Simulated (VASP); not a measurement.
# Ga (P6/mmm) in VASP: a series of runs

Ga is run at these levels: PBE; tasks: single point.

Everything below comes from runs of VASP 6.6.1. Logs are shortened: lines on timing, memory, paths and dates and some standing lists are left out, and cuts for length are marked.

**1. The cell of the first run**

The structure is hexagonal, space group P6/mmm (No. 191). The conventional cell has a = 4.281 Å, b = 4.281 Å, c = 2.576 Å, α = 90.00°, β = 90.00°, γ = 120.00°. Ga (site symmetry -6m2) has 5 Ga at 2.47 to 2.58 Å within 3.3 Å.

The cell was built from a structure type or drawn by symmetry, and may not be a known phase.

**2. Single point, PBE**

File INCAR:

```
PREC = Accurate
ENCUT = 520
EDIFF = 1E-6
ISMEAR = 0
SIGMA = 0.1
LREAL = F
LASPH = T
NELM = 60
ALGO = Fast
ISIF = 2
LWAVE = F
LCHARG = F
GGA = PE
NBANDS = 20
```

File KPOINTS:

```
regular mesh
0
Gamma
  6 6 6
```

File POSCAR:

```
Ga
1.0
    4.2805249700      0.0000000000      0.0000000000
   -2.1402624800      3.7070433600      0.0000000000
    0.0000000000      0.0000000000      2.5759566400
Ga
2
Direct
    0.3333333300      0.6666666700      0.5000000000
    0.6666666700      0.3333333300      0.5000000000
```

Potentials or basis: VASP PAW PBE potentials, release 64 (Ga_d).

Started as:

```
> cat potpaw_PBE.64/Ga_d/POTCAR > POTCAR
> mpirun -np 1 vasp_std > vasp.out
```

OUTCAR:

```text
PREC = Accurate
   ENCUT = 520
   EDIFF = 1E-6
   ISMEAR = 0
   LREAL = F
   LASPH = T
   NELM = 60
   ISIF = 2
   GGA = PE

 ion  position               nearest neighbor table
   1  0.333  0.667  0.500-   2 2.47   2 2.47   2 2.47
   2  0.667  0.333  0.500-   1 2.47   1 2.47   1 2.47

  LATTYP: Found a hexagonal cell.
 ALAT       =     4.2805249700
 C/A-ratio  =     0.6017852151

  Lattice vectors:

 A1 = (   4.2805249700,   0.0000000000,   0.0000000000)
 A2 = (  -2.1402624800,   3.7070433600,   0.0000000000)
 A3 = (   0.0000000000,   0.0000000000,   2.5759566400)

Analysis of symmetry for initial positions (statically):
=====================================================================
 Subroutine PRICEL returns:
 Original cell was already a primitive cell.

 Routine SETGRP: Setting up the symmetry group for a
 hexagonal supercell.

 Subroutine GETGRP returns: Found 24 space group operations
 (whereof 24 operations were pure point group operations)
 out of a pool of 24 trial point group operations.

The static configuration has the point symmetry D_6h.

Analysis of symmetry for dynamics (positions and initial velocities):
=====================================================================
 Subroutine PRICEL returns:
 Original cell was already a primitive cell.

 Routine SETGRP: Setting up the symmetry group for a
 hexagonal supercell.

 Subroutine GETGRP returns: Found 24 space group operations
 (whereof 24 operations were pure point group operations)
 out of a pool of 24 trial point group operations.

The dynamic configuration has the point symmetry D_6h.

 Subroutine INISYM returns: Found 24 space group operations
 (whereof 24 operations are pure point group operations),
 and found     1 'primitive' translations

----------------------------------------------------------------------------------------

                                     Primitive cell

  volume of cell :      40.8755

  direct lattice vectors                    reciprocal lattice vectors
     4.280524970  0.000000000  0.000000000     0.233616205  0.134878379  0.000000000
    -2.140262480  3.707043360  0.000000000     0.000000000  0.269756758  0.000000000
     0.000000000  0.000000000  2.575956640     0.000000000  0.000000000  0.388205292

  length of vectors
     4.280524970  4.280524963  2.575956640     0.269756758  0.269756758  0.388205292

  position of ions in fractional coordinates (direct lattice)
     0.333333330  0.666666670  0.500000000
     0.666666670  0.333333330  0.500000000

  ion indices of the primitive-cell ions
   primitive index   ion index
                 1           1
                 2           2

----------------------------------------------------------------------------------------

 KPOINTS: regular mesh

Automatic generation of k-mesh.
 Grid dimensions read from file:
 generate k-points for:    6    6    6

 Generating k-lattice:

  Cartesian coordinates                     Fractional coordinates (reciprocal lattice)
     0.038936034  0.022479730  0.000000000     0.166666667 -0.000000000  0.000000000
     0.000000000  0.044959460  0.000000000     0.000000000  0.166666667  0.000000000
     0.000000000  0.000000000  0.064700882     0.000000000  0.000000000  0.166666667

  Length of vectors
     0.044959460  0.044959460  0.064700882

  Shift w.r.t. Gamma in fractional coordinates (k-lattice)
     0.000000000  0.000000000  0.000000000

 Subroutine IBZKPT returns following result:
 ===========================================

 Found     28 irreducible k-points:

 Following reciprocal coordinates:
            Coordinates               Weight
  0.000000  0.000000  0.000000      1.000000
  0.166667  0.000000  0.000000      6.000000
  0.333333  0.000000  0.000000      6.000000
  0.500000  0.000000  0.000000      3.000000
  0.166667  0.166667  0.000000      6.000000
  0.333333  0.166667  0.000000     12.000000
[... 16 lines left out ...]
  0.166667  0.000000  0.500000      6.000000
  0.333333  0.000000  0.500000      6.000000
 [... further k-points ...]
   k-points           NKPTS =     28   k-points in BZ     NKDIM =     28   number of bands    NBANDS=     20
   number of dos      NEDOS =    301   number of ions     NIONS =      2
   total plane-waves  NPLWV =  20480
   dimension x,y,z NGX =    32 NGY =   32 NGZ =   20
   dimension x,y,z NGXF=    64 NGYF=   64 NGZF=   40
   ions per type =               2
   NGX,Y,Z   is equivalent  to a cutoff of  12.43, 12.43, 12.91 a.u.
   NGXF,Y,Z  is equivalent  to a cutoff of  24.86, 24.86, 25.82 a.u.
 SYSTEM =  unknown system
   PREC   = accura    normal or accurate (medium, high low for compatibility)
   ISTART =      0    job   : 0-new  1-cont  2-samecut
   ICHARG =      2    charge: 1-file 2-atom 10-const
   ISPIN  =      1    spin polarized calculation?
   LNONCOLLINEAR =      F non collinear calculations
   LSORBIT =      F    spin-orbit coupling
   LASPH  =      T    aspherical Exc in radial PAW
   ENCUT  =  520.0 eV  38.22 Ry    6.18 a.u.   7.96  7.96  4.79*2*pi/ulx,y,z
   NELM   =     60;   NELMIN=  2; NELMDL= -5     # of ELM steps
   EDIFF  = 0.1E-05   stopping-criterion for ELM
   LREAL  =      F    real-space projection
   EDIFFG = 0.1E-04   stopping-criterion for IOM
   NSW    =      0    number of steps for IOM
   IBRION =     -1    ionic relax: 0-MD 1-quasi-New 2-CG
   NFREE  =      0    steps in history (QN), initial steepest desc. (CG)
   ISIF   =      2    stress and relaxation
   ISYM   =      2    0-nonsym 1-usesym 2-fastsym
   POTIM  = 0.5000    time-step for ionic-motion
   TEBEG  =    0.0;   TEEND  =   0.0 temperature during run
   PSTRESS=    0.0 pullay stress
   NELECT =      26.0000    total number of electrons
   NUPDOWN=      -1.0000    fix difference up-down
   EMIN   =  10.00;   EMAX   =-10.00  energy-range for DOS
   EFERMI =   0.00;   METHOD = LEGACY
   ISMEAR =     0;   SIGMA  =   0.10  broadening in eV -4-tet -1-fermi 0-gaus
   EFERMI_NEDOS =   21; number of points for ismear=-14 and -15
   IALGO  =     68    algorithm
   IMIX   =      4    mixing-type and parameters
     AMIX     =   0.40;   BMIX     =  1.00
     AMIX_MAG =   1.60;   BMIX_MAG =  1.00
  volume/ion in A,a.u.               =      20.44       137.92
  Fermi-wavevector in a.u.,A,eV,Ry     =   1.407921  2.660584 26.970022  1.982241
  Thomas-Fermi vector in A             =   2.530131
   LORBIT       =      0    0 simple, 1 ext, 2 COOP (PROOUT), +10 PAW based schemes
   GGA     = PE    functional components
   LHFCALC =     F    Hartree Fock is set to
   AEXX    =    0.0000 exact exchange contribution
   IVDW    =     0    specifies the selected vdW correction
   LEPSILON=     F    determine dielectric tensor
   LRPA    =     F    only Hartree local field effects (RPA)
 non-spin polarized calculation
 RMM-DIIS sequential band-by-band and
 Gauss-broadening in eV      SIGMA  =   0.10
  energy-cutoff  :      520.00
  volume of cell :       40.88
 maximum number of plane-waves:      1119
 NGX is ok and might be reduce to    32
   NGX = 15   NGY = 15   NGZ =  9

 number of electron      26.0000012 magnetization

 Free energy of the ion-electron system (eV)
  ---------------------------------------------------
  ext. energy  EPLUGINS =         0.00000000
  ---------------------------------------------------
  free energy    TOTEN  =        -5.32828166 eV

  energy without entropy =       -5.32654176  energy(sigma->0) =       -5.32741171

 E-fermi :   4.6967     XC(G=0): -10.2663

 val. band max:        4.6414771186   @ k =   0.3333   0.3333   0.5000
 cond. band min:       4.8153003442   @ k =   0.5000   0.0000   0.0000
 fundamental gap:      0.1738232256
 Fermi energy:         4.6966955562

 k-point     1 :       0.0000    0.0000    0.0000
  band No.  band energies     occupation
      1     -10.8652      2.00000
      2     -10.6074      2.00000
      3     -10.4778      2.00000
      4     -10.4778      2.00000
      5     -10.2980      2.00000
      6     -10.2980      2.00000
[... 12 lines left out ...]
     19      19.1346      0.00000
     20      23.0684      0.00000

 k-point     2 :       0.1667    0.0000    0.0000
  band No.  band energies     occupation
      1     -10.8543      2.00000
      2     -10.6404      2.00000
      3     -10.5368      2.00000
      4     -10.5006      2.00000
      5     -10.3026      2.00000
      6     -10.2898      2.00000
[... 12 lines left out ...]
     19      19.2055      0.00000
     20      22.0060      0.00000

 k-point     3 :       0.3333    0.0000    0.0000
  band No.  band energies     occupation
      1     -10.8251      2.00000
      2     -10.7087      2.00000
      3     -10.6072      2.00000
      4     -10.5280      2.00000
      5     -10.3113      2.00000
      6     -10.2699      2.00000
[... 12 lines left out ...]
     19      18.2257      0.00000
     20      18.6511      0.00000

 k-point     4 :       0.5000    0.0000    0.0000
  band No.  band energies     occupation
      1     -10.7948      2.00000
      2     -10.7557      2.00000
      3     -10.6335      2.00000
      4     -10.5390      2.00000
      5     -10.3154      2.00000
      6     -10.2567      2.00000
[... 12 lines left out ...]
     19      17.0606      0.00000
     20      18.9998      0.00000

 k-point     5 :       0.1667    0.1667    0.0000
  band No.  band energies     occupation
      1     -10.8343      2.00000
      2     -10.6841      2.00000
      3     -10.6222      2.00000
      4     -10.4832      2.00000
      5     -10.3109      2.00000
      6     -10.2729      2.00000
[... 12 lines left out ...]
     19      18.0767      0.00000
     20      20.2602      0.00000
[... 353 lines left out ...]
      6     -10.4284      2.00000
[... 12 lines left out ...]
     19      13.6771      0.00000
     20      19.8786      0.00000

 k-point    22 :       0.0000    0.0000    0.5000
  band No.  band energies     occupation
      1     -10.6270      2.00000
      2     -10.6270      2.00000
      3     -10.4297      2.00000
      4     -10.4297      2.00000
      5     -10.3988      2.00000
      6     -10.3338      2.00000
[... 12 lines left out ...]
     19      12.9391      0.00000
     20      12.9391      0.00000

 k-point    23 :       0.1667    0.0000    0.5000
  band No.  band energies     occupation
      1     -10.6371      2.00000
      2     -10.6177      2.00000
      3     -10.4863      2.00000
      4     -10.4845      2.00000
      5     -10.4013      2.00000
      6     -10.3512      2.00000
[... 12 lines left out ...]
     19      12.7594      0.00000
     20      13.1128      0.00000

 k-point    24 :       0.3333    0.0000    0.5000
  band No.  band energies     occupation
      1     -10.6558      2.00000
      2     -10.5958      2.00000
      3     -10.5635      2.00000
      4     -10.5525      2.00000
      5     -10.3910      2.00000
      6     -10.3892      2.00000
[... 12 lines left out ...]
     19      15.5026      0.00000
     20      15.6973      0.00000

 [... further k-points ...]
[... 5 lines left out ...]
  --------------------------------------------------------------------------------------
  -------------------------------------------------------------------------------------
  Total        1.8649053      1.8649053      2.9598962      0.0000000      0.0000000      0.0000000
  in kB       73.0977671     73.0977669    116.0175843      0.0000001      0.0000000      0.0000000
  external PRESSURE =      87.4043728 kB  Pullay stress =       0.0000000 kB

 VOLUME and BASIS-vectors are now :
 -----------------------------------------------------------------------------
  energy-cutoff  :      520.00
  volume of cell :       40.88
      direct lattice vectors                 reciprocal lattice vectors
     4.280524970  0.000000000  0.000000000     0.233616205  0.134878379  0.000000000
    -2.140262480  3.707043360  0.000000000     0.000000000  0.269756758  0.000000000
     0.000000000  0.000000000  2.575956640     0.000000000  0.000000000  0.388205292

 POSITION                                       TOTAL-FORCE (eV/Angst)
 -----------------------------------------------------------------------------------
     -0.00000      2.47136      1.28798        -0.000000      0.000000      0.000000
      2.14026      1.23568      1.28798         0.000000     -0.000000      0.000000
 -----------------------------------------------------------------------------------
    total drift:                               -0.000000      0.000000     -0.000000

  FREE ENERGIE OF THE ION-ELECTRON SYSTEM (eV)
  ---------------------------------------------------
  free  energy   TOTEN  =        -5.3282816628 eV

  energy  without entropy=       -5.3265417582  energy(sigma->0) =       -5.32741171
```

Wall time 7.4 s (1 thread of Intel Xeon 6975P-C (Granite Rapids), shared host); peak memory 0.15 GiB.

What came out:

```yaml
Free_energy: -5.3283 eV
Pressure: 8.7 GPa
Band_gap_on_the_k_mesh: zero (bands 13 and 14 overlap by 4.47 eV)
```

Levels at points of the mesh, in eV from the Fermi level:
```tsv
k point	band 11	band 12	band 13	band 14	band 15	band 16
(0.00, 0.00, 0.00)	-11.11	-1.40	-0.98	-0.98	2.98	2.98
(0.50, 0.00, 0.00)	-9.16	-7.50	-2.53	0.12	8.73	8.77
(0.00, 0.00, 0.50)	-5.78	-4.45	2.67	2.94	2.94	5.29
(0.50, 0.00, 0.50)	-3.95	-2.70	-2.54	-0.90	1.46	5.43
```

Caveat: the k points lie up to 0.41 Å⁻¹ apart, too coarse for converged energies and pressures of a metal.

**3. Single point, PBE**

This run uses another cell than the first one, of 23.51 Å³/atom.

File INCAR:

```
PREC     = Accurate       # precision mode
ENCUT    = 520            # plane-wave cutoff, eV
EDIFF    = 1E-6           # SCF threshold, eV
ISMEAR   = 0              # smearing method
SIGMA    = 0.1            # smearing width, eV
LREAL    = F              # projectors in reciprocal space
LASPH    = T              # aspherical terms in the spheres
NELM     = 60             # most SCF steps
ALGO     = Fast           # electronic algorithm
ISIF     = 2              # what is computed and relaxed
LWAVE    = F              # write WAVECAR
LCHARG   = F              # write CHGCAR
GGA      = PE             # functional
NBANDS   = 20             # bands
```

File KPOINTS:

```
Automatic mesh
0
Gamma
  6 6 6
```

File POSCAR:

```
Ga
1.0
    4.4610547946     -0.0000000030      0.0000000000
   -2.2305273947      3.8633867813      0.0000000000
    0.0000000000      0.0000000000      2.7284562227
Ga
2
Direct
    0.3333333333      0.6666666667      0.5000000000
    0.6666666667      0.3333333333      0.5000000000
```

Potentials or basis: VASP PAW PBE potentials, release 64 (Ga_d).

Started as:

```
> cat potpaw_PBE.64/Ga_d/POTCAR > POTCAR
> mpirun -np 1 vasp_std > vasp.out
```

It took 11 s on 1 thread of Intel Xeon 6975P-C (Granite Rapids), shared host; peak memory 0.14 GiB.

It converged, with:

```
Free energy            : -5.4819 eV
Pressure               : 0.2 GPa
Band gap on the k mesh : zero (bands 13 and 14 overlap by 3.95 eV)
```

Levels at points of the mesh, in eV from the Fermi level:
| k point | band 10 | band 11 | band 12 | band 13 | band 14 | band 15 | band 16 | band 17 |
| --- | --- | --- | --- | --- | --- | --- | --- | --- |
| (0.00, 0.00, 0.00) | -14.79 | -10.21 | -1.78 | -0.77 | -0.77 | 2.99 | 2.99 | 5.96 |
| (0.50, 0.00, 0.00) | -14.75 | -8.50 | -6.92 | -2.12 | 0.19 | 7.90 | 8.12 | 8.74 |
| (0.00, 0.00, 0.50) | -14.66 | -5.88 | -3.85 | 2.47 | 2.47 | 2.50 | 3.52 | 6.66 |
| (0.50, 0.00, 0.50) | -14.68 | -4.24 | -2.80 | -2.29 | -0.67 | 1.19 | 4.57 | 6.19 |

Caveat: the k points lie up to 0.38 Å⁻¹ apart, too coarse for converged energies and pressures of a metal.
